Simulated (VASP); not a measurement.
Wanted: the native input for a VASP 6.6.1 run.

```
Task                   : single point
Functional             : PBE
Potentials or basis    : VASP PAW PBE potentials, release 64 (Ga_d, As)
Cutoff                 : 520 eV
k mesh                 : 9 × 9 × 2
Occupations            : gaussian, width 0.05 eV
Spin                   : no spin polarisation
Dipole correction      : no
Further INCAR settings : ALGO = Fast; EDIFF = 1e-06; NBANDS = 66
```

The structure of GaAs (an interface model) lies in POSCAR:

```
GaAs
1.0
    4.0626003831      0.0000000000      0.0000000000
   -2.0313001915      3.5183151372      0.0000000000
    0.0000000000      0.0000000000     19.9025959348
Ga As
6 6
Direct
    0.0000000000      0.0000000000      0.0000000000
    0.3333333333      0.6666666667      0.1666666667
    0.6666666667      0.3333333333      0.3333333333
    0.6666666667      0.3333333333      0.7083333333
    0.3333333333      0.6666666667      0.5416666667
    0.0000000000      1.0000000000      0.8750000000
    0.6666666667      0.3333333333      0.2083333333
    0.3333333333      0.6666666667      0.0416666667
    0.0000000000      1.0000000000      0.3750000000
    1.0000000000      0.0000000000      0.5000000000
    0.3333333333      0.6666666667      0.6666666667
    0.6666666667      0.3333333333      0.8333333333
```

These files were run (other wordings do the same):

INCAR

```
SYSTEM = GaAs
  PREC = Accurate
  ENCUT = 520
  EDIFF = 1E-6
  ISMEAR = 0
  SIGMA = 0.05
  LREAL = .FALSE.
  LASPH = .TRUE.
  NELM = 60
  ALGO = Fast
  ISIF = 2
  LWAVE = .FALSE.
  LCHARG = .TRUE.
  GGA = PE
  LELF = .TRUE.
  LVHAR = .TRUE.
  NBANDS = 66
```

KPOINTS

```
Automatic mesh
0
G
  9 9 2
  0 0 0
```

Potentials or basis: VASP PAW PBE potentials, release 64 (Ga_d, As).

Command:

```sh
$ cat potpaw_PBE.64/Ga_d/POTCAR potpaw_PBE.64/As/POTCAR > POTCAR
$ mpirun -np 1 vasp_std > vasp.out
```

It gave:

| Quantity | Value |
| --- | --- |
| Pressure | 0.9 GPa |
| Largest force | 0.419 eV/Å |
| Band gap on the k mesh | zero (bands 54 and 55 overlap by 0.30 eV) |

It took 12 min on 1 thread of Oxide Virtual Turin-like Processor, with other jobs on the host, peak memory 0.51 GiB.
